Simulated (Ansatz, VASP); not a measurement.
**One calculation of ZrB3, two programs**

```
CELL_PARAMETERS angstrom
3.57958 0.00000 0.00000
-1.78979 3.10000 0.00000
0.00000 0.00000 3.58323
ATOMIC_POSITIONS crystal
Zr 0.00000 0.00000 0.00000
B 0.50000 0.50000 0.50000
B 0.00000 0.50000 0.50000
B 0.50000 0.00000 0.50000
```

Alike in both runs: task relaxation of cell and atoms; functional PBE; k mesh 15 × 15 × 14; occupations gaussian, width 0.1 eV; no spin polarisation.

```csv
,VASP,Ansatz
version,VASP 6.6.1,Ansatz 0.2.0
potentials or method,"VASP PAW PBE potentials, release 64 (Zr_sv, B), cutoff 500 eV","scalar-relativistic, plane waves, PAW"
valence electrons in the cell,21,21
```

```tsv
	VASP	Ansatz	Ansatz less VASP
gap on the k mesh at the Fermi level, each at its own relaxed structure (eV)	none	none	-
relaxed volume (Å³/atom)	9.94	9.93	-0.008
relaxed length of the cell vector where the two differ most in proportion (Å)	3.580	3.579	-0.0010
```

A gap of «none» marks a metal or a gap that the smearing closes.

Noted on VASP's run: the relaxation stopped at its first step, so nothing moved.
